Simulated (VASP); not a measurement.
Set up this calculation in VASP 6.6.1, as the native input.

```
Task                    : density of states
Functional              : PBEsol
Potentials or basis     : VASP PAW PBE potentials, release 64 (Be)
Cutoff                  : 520 eV
k mesh                  : 15 × 15 × 15
Occupations             : fermi-dirac, width 0.05 eV
Spin                    : no spin polarisation
Dipole correction       : no
k mesh for the DOS      : 23 × 23 × 23
Occupations for the DOS : tetrahedron
Further INCAR settings  : ALGO = Normal; EDIFF = 1e-06
```

Be:

```
Be
1.0
     0.00000    1.86735    1.86735
     1.86735    0.00000    1.86735
     1.86735    1.86735    0.00000
Be
2
Direct
  0.87500 0.87500 0.87500
  0.12500 0.12500 0.12500
```

This cell differs from its parent crystal: volume scaled by 0.45.

These files were run (other wordings do the same):

POSCAR

```
Be
1.0
    0.0000000000      1.8673520673      1.8673520673
    1.8673520673      0.0000000000      1.8673520673
    1.8673520673      1.8673520673      0.0000000000
Be
2
Direct
   -0.1250000000     -0.1250000000     -0.1250000000
    0.1250000000      0.1250000000      0.1250000000
```

INCAR.step1

```
ALGO = Normal ; EDIFF = 1E-6
ENCUT = 520 ; GGA = PS
GGA_COMPAT = False ; ISIF = 2
ISMEAR = -1 ; LASPH = True
LCHARG = True ; LORBIT = 11
LREAL = False ; LWAVE = False
NBANDS = 9 ; NEDOS = 2001
NELM = 120 ; PREC = Accurate
SIGMA = 0.05
```

KPOINTS.step1

```
k-points
0
Gamma
  15 15 15
```

INCAR.step2

```
ALGO = Normal ; EDIFF = 1E-6
ENCUT = 520 ; GGA = PS
GGA_COMPAT = False ; ICHARG = 11
ISIF = 2 ; ISMEAR = -5
LASPH = True ; LCHARG = False
LORBIT = 10 ; LREAL = False
LWAVE = False ; NEDOS = 2001
NELM = 120 ; PREC = Accurate
SIGMA = 0.05
```

KPOINTS.step2

```
k-points
0
Gamma
  23 23 23
```

Potentials or basis: VASP PAW PBE potentials, release 64 (Be).

The run is started by

```bash
$ cat potpaw_PBE.64/Be/POTCAR > POTCAR
$ cp INCAR.step1 INCAR
$ cp KPOINTS.step1 KPOINTS
$ mpirun -np 1 vasp_std > vasp.out
$ cp INCAR.step2 INCAR
$ cp KPOINTS.step2 KPOINTS
$ mpirun -np 1 vasp_std > vasp.out
```

It gave:

```
Valence electrons inside the program's atomic spheres : Be 1.69
```

It took 16 s on 1 thread of Intel(R) Xeon(R) 6975P-C (Granite Rapids), with other jobs on the host, peak memory 0.13 GiB.
